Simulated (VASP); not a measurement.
# Al32O (a cell with a defect) in VASP: further runs, part 2 of 2

VASP 6.6.1. Earlier steps stand in the parts before.

## Step 3: Single point, PBEsol

The input, INCAR:

```
SYSTEM = Al32O
  PREC = Accurate
  ENCUT = 520
  EDIFF = 1E-6
  ISMEAR = -1
  SIGMA = 0.15
  LREAL = Auto
  LASPH = .True.
  NELM = 100
  ALGO = Normal
  ISIF = 2
  LWAVE = .False.
  LCHARG = .True.
  GGA = PS
  LELF = .True.
  LVHAR = .True.
  NBANDS = 73
```

The input, KPOINTS:

```
regular mesh
0
Gamma
  2 2 2
  0 0 0
```

The input, POSCAR:

```
Al32O
1.0
    8.1000000000      0.0000000000      0.0000000000
    0.0000000000      8.1000000000      0.0000000000
    0.0000000000      0.0000000000      8.1000000000
Al O
32 1
Direct
    0.5043388255     -0.0043318298     -0.0001578379
    0.7464547611      0.2488514889      0.0012160683
    0.7488913560     -0.0007887732      0.2508603616
   -0.0014855558     -0.0031602405      0.0012643184
    0.2603493332      0.2396542382      0.0103856927
    0.5031688935      0.5014919968      0.0012646180
    0.7453774776      0.7546296812     -0.0001902224
    0.2497738056     -0.0043178369      0.2543995508
    0.5043235504      0.2502326234      0.2543982628
    0.7453366969      0.5000515443      0.2544114930
    0.5007858669     -0.0007795131      0.4989687446
    0.7453776110      0.2502535983      0.4954540195
    0.7453380379     -0.0043257965      0.7500144579
   -0.0107262731      0.5107278570      0.0105949979
    0.2511550084      0.7535529018      0.0012166444
   -0.0014736226      0.2488165016      0.2532644452
    0.2511909028      0.5014811733      0.2532640233
    0.5007958766      0.7511161215      0.2508611133
   -0.0000569123     -0.0043411462      0.4953972220
    0.2511467586      0.2488591300      0.4965403458
    0.5043487176      0.5000627797      0.4953968702
    0.7488797604      0.7511272413      0.4989506679
    0.2511857579     -0.0031624978      0.7485939376
    0.5031715723      0.2488213417      0.7485950588
    0.7464710245      0.5014799722      0.7485902275
   -0.0000447281      0.7546688345      0.2544099967
   -0.0014854352      0.5014916301      0.4965591593
    0.2497519454      0.7546297180      0.4954538680
   -0.0106685224      0.2394962098      0.7393519674
    0.2605124900      0.5106756208      0.7393464286
    0.5043318699      0.7546678485      0.7500154057
   -0.0014726324      0.7535370849      0.7485913436
    0.1247513117      0.3752615360      0.8748859297
```

Potentials or basis: VASP PAW PBE potentials, release 64 (Al, O).

Started as:

```console
$ cat potpaw_PBE.64/Al/POTCAR potpaw_PBE.64/O/POTCAR > POTCAR
$ mpirun -np 1 vasp_std > vasp.out
```

OUTCAR:

```text
SYSTEM = Al32O
   PREC = Accurate
   ENCUT = 520
   EDIFF = 1E-6
   ISMEAR = -1
   LREAL = Auto
   LASPH = .True.
   NELM = 100
   ISIF = 2
   GGA = PS

 ion  position               nearest neighbor table
   1  0.504  0.996  1.000-   7 2.76   5 2.80  13 2.81  31 2.81  15 2.84   2 2.84   3 2.84  18 2.84
                            24 2.89  23 2.89   9 2.92   8 2.92
   2  0.746  0.249  0.001-   1 2.84   9 2.84  24 2.84   6 2.84   3 2.86   4 2.89  16 2.89  13 2.89
                            10 2.89  14 2.89  25 2.89  29 2.89
   3  0.749  0.999  0.251-   1 2.84   9 2.84  19 2.84  26 2.84   7 2.84  12 2.84  22 2.84  18 2.84
                            11 2.84   4 2.86  16 2.86   2 2.86
   4  0.999  0.997  0.001-  26 2.84   7 2.84  15 2.84  32 2.84   3 2.86  16 2.89   2 2.89   8 2.89
                            13 2.89  29 2.89   5 2.89  23 2.89
   5  0.260  0.240  0.010-  33 1.90   1 2.80   8 2.80   9 2.80  23 2.89  24 2.89   4 2.89   6 2.89
                            16 2.89  17 2.89  29 3.10  30 3.10  14 3.11
   6  0.503  0.501  0.001-  10 2.84   7 2.84   2 2.84  25 2.84  18 2.86  17 2.89  15 2.89   9 2.89
                            31 2.89  30 2.89   5 2.89  24 2.89
   7  0.745  0.755  1.000-   1 2.76  14 2.80  13 2.81  31 2.81   6 2.84   4 2.84   3 2.84  18 2.84
                            32 2.89  25 2.89  26 2.92  10 2.92
   8  0.250  0.996  0.254-  28 2.76   5 2.80  19 2.81  26 2.81  15 2.84  20 2.84  11 2.84  18 2.84
                            16 2.89   4 2.89   9 2.92   1 2.92
   9  0.504  0.250  0.254-  12 2.76   5 2.80  21 2.81  10 2.81   2 2.84  20 2.84  11 2.84   3 2.84
[... 32 lines left out ...]
                             7 2.89   2 2.89  14 2.89  29 2.89
  26  1.000  0.755  0.254-  19 2.76  14 2.79   8 2.81  28 2.81   4 2.84  27 2.84   3 2.84  22 2.84
                            15 2.89  17 2.89   7 2.92  10 2.92
  27  0.999  0.501  0.497-  10 2.84  26 2.84  16 2.84  17 2.84  22 2.86  25 2.89  32 2.89  12 2.89
                            28 2.89  20 2.89  30 2.89  29 2.89
  28  0.250  0.755  0.495-   8 2.76  30 2.80  19 2.81  26 2.81  17 2.84  23 2.84  11 2.84  18 2.84
                            32 2.89  27 2.89  31 2.92  21 2.92
  29  0.989  0.239  0.739-  33 1.90  19 2.80  13 2.80  12 2.80  23 2.89   4 2.89  20 2.89   2 2.89
                            27 2.89  25 2.89   5 3.10  30 3.11  14 3.11
  30  0.261  0.511  0.739-  33 1.90  21 2.80  31 2.80  28 2.80  24 2.89   6 2.89  20 2.89  15 2.89
                            27 2.89  32 2.89   5 3.10  29 3.11  14 3.11
  31  0.504  0.755  0.750-  13 2.76  30 2.80   1 2.81   7 2.81  23 2.84  25 2.84  11 2.84  22 2.84
                            15 2.89   6 2.89  28 2.92  21 2.92
[... 221 lines left out ...]
 number of electron     101.9999993 magnetization

 Free energy of the ion-electron system (eV)
  ---------------------------------------------------
  ext. energy  EPLUGINS =         0.00000000
  ---------------------------------------------------
  free energy    TOTEN  =      -140.22272837 eV

  energy without entropy =     -139.26462884  energy(sigma->0) =     -139.74367860

 E-fermi :   7.7567     XC(G=0): -10.3006

 val. band max:        7.6518888577   @ k =   0.0000   0.0000   0.5000
 cond. band min:       7.7922102137   @ k =   0.0000   0.0000   0.5000
 fundamental gap:      0.1403213560
 Fermi energy:         7.7566569010

 k-point     1 :       0.0000    0.0000    0.0000
  band No.  band energies     occupation
      1     -13.3348      2.00000
      2      -3.0091      2.00000
      3      -1.1950      2.00000
      4      -1.1944      2.00000
      5      -1.1932      2.00000
      6      -0.9186      2.00000
[... 517 lines left out ...]
     62      11.2674      0.00000
     63      11.2675      0.00000
 [bands above 63 left out]

------------------------ aborting loop because EDIFF is reached ----------------------------------------

  FORCE on cell =-STRESS in cart. coord.  units (eV):
  Direction    XX          YY          ZZ          XY          YZ          ZX
  --------------------------------------------------------------------------------------
  -------------------------------------------------------------------------------------
  Total       -2.4214791     -2.4221257     -2.4175483      0.0027370      0.0014408     -0.0014689
  in kB       -7.3002252     -7.3021746     -7.2883746      0.0082514      0.0043437     -0.0044285
  external PRESSURE =      -7.2969248 kB  Pullay stress =       0.0000000 kB

 VOLUME and BASIS-vectors are now :
 -----------------------------------------------------------------------------
  energy-cutoff  :      520.00
  volume of cell :      531.44
      direct lattice vectors                 reciprocal lattice vectors
     8.100000000  0.000000000  0.000000000     0.123456790  0.000000000  0.000000000
     0.000000000  8.100000000  0.000000000     0.000000000  0.123456790  0.000000000
     0.000000000  0.000000000  8.100000000     0.000000000  0.000000000  0.123456790

 POSITION                                       TOTAL-FORCE (eV/Angst)
 -----------------------------------------------------------------------------------
      4.08514      8.06491      8.09872        -0.003643      0.003601     -0.001335
      6.04628      2.01570      0.00985         0.000841      0.001882      0.000099
      6.06602      8.09361      2.03197        -0.005460     -0.004501      0.005325
      8.08797      8.07440      0.01024        -0.000085     -0.000709     -0.000868
      2.10883      1.94120      0.08412         0.010832     -0.010743      0.011360
      4.07567      4.06209      0.01024         0.000624      0.000066     -0.000872
[... 25 lines left out ...]
      8.08807      6.10365      6.06359        -0.000248     -0.001188      0.000724
      1.01049      3.03962      7.08658         0.002977     -0.003217     -0.000468
 -----------------------------------------------------------------------------------
    total drift:                                0.002111     -0.002986      0.010362

  FREE ENERGIE OF THE ION-ELECTRON SYSTEM (eV)
  ---------------------------------------------------
  free  energy   TOTEN  =      -140.2227283651 eV

  energy  without entropy=     -139.2646288408  energy(sigma->0) =     -139.74367860
```

stdout:

```text
POSCAR found type information on POSCAR AlO
 POSCAR found :  2 types and      33 ions
 scaLAPACK will be used
 -----------------------------------------------------------------------------
|                                                                             |
|                                                                             |
|     You enforced a specific xc type in the INCAR file but a different       |
|     I HOPE YOU KNOW WHAT YOU ARE DOING!                                     |
|                                                                             |
 -----------------------------------------------------------------------------

 LDA part: xc-table for (Slater+PW92), standard interpolation
 POSCAR, INCAR and KPOINTS ok, starting setup
 FFT: planning ... GRIDC
 FFT: planning ... GRID_SOFT
 FFT: planning ... GRID
 WAVECAR not read
 entering main loop
```

It took 16 min on 1 thread of Intel Xeon 8259CL, shared host; peak memory 0.58 GiB.

Results:

```
Free energy            : -140.2227 eV
Pressure               : -0.7 GPa
Largest force          : 0.019 eV/Å
Band gap on the k mesh : zero (bands 51 and 52 overlap by 0.82 eV)
```

Forces in eV/Å, atoms in the order of the input:
```
Al  -0.004  0.004 -0.001
Al   0.001  0.002  0.000
Al  -0.005 -0.005  0.005
Al   0.000 -0.001 -0.001
Al   0.011 -0.011  0.011
Al   0.001  0.000 -0.001
Al   0.004 -0.004 -0.001
Al  -0.002  0.003 -0.004
Al  -0.003  0.002 -0.004
Al   0.005  0.000 -0.004
Al   0.005 -0.005 -0.005
Al   0.004  0.001  0.003
Al   0.005  0.003  0.001
Al  -0.007  0.007  0.003
Al  -0.002 -0.001  0.000
Al  -0.001  0.001  0.000
Al  -0.001  0.001  0.000
Al   0.004  0.005  0.005
Al   0.001  0.003  0.004
Al  -0.001  0.001 -0.001
Al  -0.003 -0.001  0.004
Al  -0.006  0.006 -0.005
Al  -0.001 -0.001 -0.001
Al   0.001  0.002 -0.001
Al   0.001  0.000  0.001
Al   0.000 -0.005 -0.004
Al   0.000  0.000  0.001
Al  -0.001 -0.004  0.003
Al  -0.008 -0.003 -0.006
Al   0.003  0.008 -0.006
Al  -0.003 -0.005  0.001
Al   0.000 -0.001  0.001
O    0.003 -0.003  0.000
```

Levels at points of the mesh, in eV from the Fermi level:
```
           k point  band 47  band 48  band 49  band 50  band 51  band 52  band 53  band 54  band 55  band 56
(0.00, 0.00, 0.00)    -0.47    -0.47     0.30     0.30     0.30     0.51     0.65     0.65     0.65     1.30
(0.50, 0.00, 0.00)    -0.48    -0.48    -0.21    -0.12    -0.12    -0.10     0.04     0.18     0.19     1.26
(0.00, 0.50, 0.00)    -0.48    -0.48    -0.21    -0.12    -0.12    -0.10     0.04     0.18     0.19     1.26
(0.00, 0.00, 0.50)    -0.48    -0.48    -0.21    -0.12    -0.12    -0.10     0.04     0.18     0.18     1.26
(0.50, 0.50, 0.00)    -0.84    -0.32    -0.17    -0.17     0.11     0.62     0.96     1.00     1.00     1.03
(0.00, 0.50, 0.50)    -0.84    -0.32    -0.17    -0.17     0.11     0.62     0.96     1.00     1.00     1.03
(0.50, 0.00, 0.50)    -0.84    -0.32    -0.17    -0.17     0.11     0.62     0.96     1.00     1.00     1.03
(0.50, 0.50, 0.50)    -0.54    -0.54    -0.54    -0.54    -0.54    -0.52    -0.52    -0.52    -0.46    -0.46
```

Caveat: the k points lie up to 0.39 Å⁻¹ apart, too coarse for converged energies and pressures of a metal; the PAW data sets were made with another functional, which shifts forces and pressure a little.

## Step 4: Single point, PBEsol

INCAR: that of step 3 with these lines changed.

```diff
@@ -12,6 +12,4 @@
   LWAVE = .False.
-  LCHARG = .True.
+  LCHARG = .False.
   GGA = PS
-  LELF = .True.
-  LVHAR = .True.
   NBANDS = 73
```

KPOINTS is that of step 3.

The input, POSCAR:

```
Al32O
1.0
    8.1000000000      0.0000000000      0.0000000000
    0.0000000000      8.1000000000      0.0000000000
    0.0000000000      0.0000000000      8.1000000000
Al O
32 1
Direct
    0.5044629630      0.0044354321     -0.0001651852
    0.7455046914      0.2454772840     -0.0001691358
    0.7490223457      0.0009140741      0.2508874074
   -0.0013403704      0.0033096296      0.0012592593
    0.2512980247      0.2465820988      0.0012503704
    0.5033416049      0.4986351852      0.0012602469
    0.7466134568      0.7512735802      0.0012492593
    0.2498851852      0.0044446914      0.2544167901
    0.5009418519      0.2489940741      0.2508892593
    0.7454856790      0.5000598765      0.2544218519
    0.5009434568      0.0009174074      0.4989649383
    0.7490169136      0.2489904938      0.4989629630
    0.7454837037      0.0044518519      0.7500362963
   -0.0105732099      0.4894149383      0.0105243210
    0.2605060494      0.7604930864      0.0104791358
    0.0000850617      0.2454632099      0.2544172840
    0.2513162963      0.4986267901      0.2532741975
    0.5044676543      0.7498601235      0.2544122222
    0.0000874074      0.0044424691      0.4954379012
    0.2498764198      0.2454737037      0.4954459259
    0.5044717284      0.5000646914      0.4954362963
    0.7455028395      0.7498539506      0.4954476543
    0.2513166667      0.0033066667      0.7486018519
    0.5044762963      0.2454596296      0.7500387654
    0.7466214815      0.4986269136      0.7486025926
   -0.0013446914      0.7512879012      0.2532755556
   -0.0013412346      0.4986350617      0.4965560494
    0.2512986420      0.7512750617      0.4965511111
   -0.0013453086      0.2465888889      0.7486066667
    0.2605900000      0.4893760494      0.7393637037
    0.5033398765      0.7512890123      0.7486060494
   -0.0105932099      0.7605586420      0.7393829630
    0.1249722222      0.6249243210      0.8748764198
```

Started as:

```console
$ cat potpaw_PBE.64/Al/POTCAR potpaw_PBE.64/O/POTCAR > POTCAR
$ mpirun -np 1 vasp_std > vasp.out
```

Run time: 17 min. Hardware: 1 thread of Intel Xeon 8259CL, shared host; peak memory 0.58 GiB.

The run converged. Its results:

```
Free energy            : -140.2227 eV
Pressure               : -0.7 GPa
Largest force          : 0.015 eV/Å
Band gap on the k mesh : zero (bands 51 and 52 overlap by 0.82 eV)
```

Forces in eV/Å, atoms in the order of the input:
```
Al  -0.004 -0.003 -0.001
Al   0.003  0.004 -0.001
Al  -0.004  0.004  0.004
Al  -0.001  0.000 -0.001
Al   0.000  0.000  0.000
Al   0.000 -0.001 -0.001
Al   0.000  0.000  0.000
Al   0.000 -0.004 -0.004
Al   0.004 -0.004  0.004
Al   0.004  0.001 -0.003
Al   0.004  0.004 -0.004
Al  -0.005 -0.005 -0.005
Al   0.004 -0.004  0.001
Al  -0.007 -0.008  0.007
Al   0.009  0.009  0.008
Al   0.001  0.004 -0.003
Al   0.000 -0.001  0.000
Al  -0.004 -0.001 -0.003
Al   0.001 -0.003  0.004
Al  -0.001  0.004  0.004
Al  -0.003  0.001  0.004
Al   0.003 -0.001  0.004
Al   0.000  0.000 -0.001
Al  -0.004  0.004  0.001
Al   0.001  0.000  0.000
Al  -0.001  0.000  0.000
Al   0.001  0.000  0.001
Al   0.000  0.000  0.001
Al   0.001  0.001  0.000
Al   0.006 -0.006 -0.007
Al   0.000 -0.001 -0.001
Al  -0.007  0.006 -0.007
O    0.000  0.001  0.002
```

Levels at points of the mesh, in eV from the Fermi level:
```csv
k point,band 48,band 49,band 50,band 51,band 52,band 53,band 54,band 55
"(0.00, 0.00, 0.00)",-0.47,0.30,0.30,0.30,0.51,0.65,0.65,0.65
"(0.50, 0.00, 0.00)",-0.48,-0.21,-0.12,-0.12,-0.10,0.04,0.18,0.18
"(0.00, 0.50, 0.00)",-0.48,-0.21,-0.12,-0.12,-0.10,0.04,0.18,0.19
"(0.00, 0.00, 0.50)",-0.48,-0.21,-0.12,-0.12,-0.10,0.04,0.18,0.19
"(0.50, 0.50, 0.00)",-0.32,-0.17,-0.17,0.11,0.62,0.96,1.00,1.00
"(0.00, 0.50, 0.50)",-0.32,-0.17,-0.17,0.11,0.62,0.96,1.00,1.00
"(0.50, 0.00, 0.50)",-0.32,-0.17,-0.17,0.11,0.62,0.96,1.00,1.00
"(0.50, 0.50, 0.50)",-0.54,-0.54,-0.54,-0.54,-0.52,-0.52,-0.52,-0.46
```

Caveat: the k points lie up to 0.39 Å⁻¹ apart, too coarse for converged energies and pressures of a metal; the PAW data sets were made with another functional, which shifts forces and pressure a little.
